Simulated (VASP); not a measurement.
Input of a VASP 6.6.1 run:

Contents of INCAR:

```
SYSTEM = Ag
PREC = Accurate ; ENCUT = 520
EDIFF = 1E-6 ; ISMEAR = -1
SIGMA = 0.05 ; LREAL = .False.
LASPH = .True. ; NELM = 60
ALGO = Normal ; ISIF = 2
LWAVE = .False. ; LCHARG = .False.
GGA = B5 ; ALDAX = 1.0
AGGAX = 1.0 ; AGGAC = 1.0
ALDAC = 0.0 ; NBANDS = 12
```

Contents of KPOINTS:

```
Automatic mesh
0
Gamma
  11 11 11
  0 0 0
```

File POSCAR:

```
Ag
1.0
   -1.6556540000      1.6556540000      1.6556540000
    1.6556540000     -1.6556540000      1.6556540000
    1.6556540000      1.6556540000     -1.6556540000
Ag
1
Direct
    0.0000000000      0.0000000000      0.0000000000
```

Potentials or basis: VASP PAW PBE potentials, release 64 (Ag).

The run is started by

```console
$ cat potpaw_PBE.64/Ag/POTCAR > POTCAR
$ mpirun -np 1 vasp_std > vasp.out
```

**Question.** Predict the pressure.

**Answer.** 5.7 GPa.

Caveat: the PAW data sets were made with another functional, which shifts forces and pressure a little.
